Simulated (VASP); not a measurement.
Wanted: the native input for a VASP 6.6.1 run.

- Task: single point
- Functional: PBE
- Potentials or basis: VASP PAW PBE potentials, release 64 (Si, Ge_d, W_sv)
- Cutoff: 520 eV
- k mesh: 10 × 10 × 10
- Occupations: gaussian, width 0.1 eV
- Spin: no spin polarisation
- Dipole correction: no
- Further INCAR settings: ALGO = Normal; EDIFF = 1e-06; NBANDS = 46

The structure of SiGe4W lies in POSCAR:

```
SiGe4W
1.0
    0.0000000000      3.7526911581      3.7526911581
    3.7526911581      0.0000000000      3.7526911581
    3.7526911581      3.7526911581      0.0000000000
Si Ge W
1 4 1
Direct
    0.0000000000      0.0000000000      0.0000000000
    0.6245139515      0.6245139515      0.1264581454
    0.6245139515      0.1264581454      0.6245139515
    0.1264581454      0.6245139515      0.6245139515
    0.6245139515      0.6245139515      0.6245139515
    0.2500000000      0.2500000000      0.2500000000
```

These files were run (other wordings do the same):

INCAR

```
PREC = Accurate
ENCUT = 520
EDIFF = 1E-6
ISMEAR = 0
SIGMA = 0.1
LREAL = False
LASPH = True
NELM = 100
ALGO = Normal
ISIF = 2
LWAVE = False
LCHARG = False
GGA = PE
NBANDS = 46
```

KPOINTS

```
regular mesh
0
Gamma
  10 10 10
```

Potentials or basis: VASP PAW PBE potentials, release 64 (Si, Ge_d, W_sv).

Launch:

```console
$ cat potpaw_PBE.64/Si/POTCAR potpaw_PBE.64/Ge_d/POTCAR potpaw_PBE.64/W_sv/POTCAR > POTCAR
$ mpirun -np 1 vasp_std > vasp.out
```

Results of the run:

| Quantity | Value |
| --- | --- |
| Pressure | 0.1 GPa |
| Largest force | 0.003 eV/Å |
| Band gap on the k mesh | zero (band 37 reaches 8.19 eV, above the bottom of band 38 at 7.53 eV) |

Caveat: spin-orbit coupling is left out, which moves the levels of the heavy elements.

Run time: 5.2 min on 1 thread of Intel Xeon 6975P-C, on a shared host, peak memory 0.36 GiB.
